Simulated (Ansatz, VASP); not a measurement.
**One calculation of CuI, two programs**

The input POSCAR:

```
CuI
1.0
    0.0000000000      3.0315000000      3.0315000000
    3.0315000000      0.0000000000      3.0315000000
    3.0315000000      3.0315000000      0.0000000000
I Cu
1 1
Direct
    0.0000000000      0.0000000000      0.0000000000
    0.7500000000      0.7500000000      0.7500000000
```

Contents of INCAR.step1:

```
PREC = Accurate
ENCUT = 520
EDIFF = 1E-5
ISMEAR = -1
SIGMA = 0.05
LREAL = F
LASPH = T
NELM = 100
ALGO = Normal
ISIF = 2
LWAVE = T
LCHARG = F
NBANDS = 16
GGA = PE
```

Contents of INCAR.step2:

```
PREC = Accurate
ENCUT = 520
EDIFF = 1E-6
ISMEAR = -1
SIGMA = 0.05
LREAL = F
LASPH = T
NELM = 100
ALGO = Normal
ISIF = 2
LWAVE = F
LCHARG = F
GGA = PE
LHFCALC = T
AEXX = 1.0
ALDAC = 0.0
AGGAC = 0.0
PRECFOCK = Normal
NBANDS = 16
ISTART = 1
```

File KPOINTS:

```
regular mesh
0
Gamma
  4 4 4
```

Contents of input.yaml:

```yaml
crystal:
  lattice:
    - [0.0, 3.0315, 3.0315]
    - [3.0315, 0.0, 3.0315]
    - [3.0315, 3.0315, 0.0]
  atoms:
    - { symbol: I, position: [0.0, 0.0, 0.0] }
    - { symbol: Cu, position: [0.75, 0.75, 0.75] }
hamiltonian:
  xc: hf
  pseudopotentials: { kind: paw }
kpoints:
  mp_grid: { grid: [4, 4, 4] }
scf:
  occupations: { method: fermi_dirac, width: 0.05 }
output:
  forces: true
  stress: true
  eigenvalues: true
  write_density: true
  write_potential: true
  elf: true
  volumetric_format: npy
```

Alike in both runs: task single point; functional HF; k mesh 4 × 4 × 4; occupations fermi-dirac, width 0.05 eV; no spin polarisation.

|  | VASP | Ansatz |
| --- | --- | --- |
| version | VASP 6.6.1 | Ansatz 0.2.0 |
| potentials or method | VASP PAW PBE potentials, release 64 (I, Cu) | Ansatz PAW |
| plane-wave cutoff (eV) | 520 | 420 |
| valence electrons in the cell | 18 | 36 |

```csv
,VASP,Ansatz,Ansatz less VASP
gap on the k mesh at the Fermi level (eV),9.85,9.91,+0.059
least direct gap on the mesh (eV),9.85,9.91,+0.059
pressure (GPa),8.3,9.1,+0.84
```

VASP's potentials were made for PBE, not for HF. VASP's potentials hold 18 valence electrons a cell and Ansatz's 36, so a difference there can come from the potentials and not from the codes.

The k mesh is coarse, so the values compare programs but aren't converged. Neither program's run includes spin-orbit coupling.
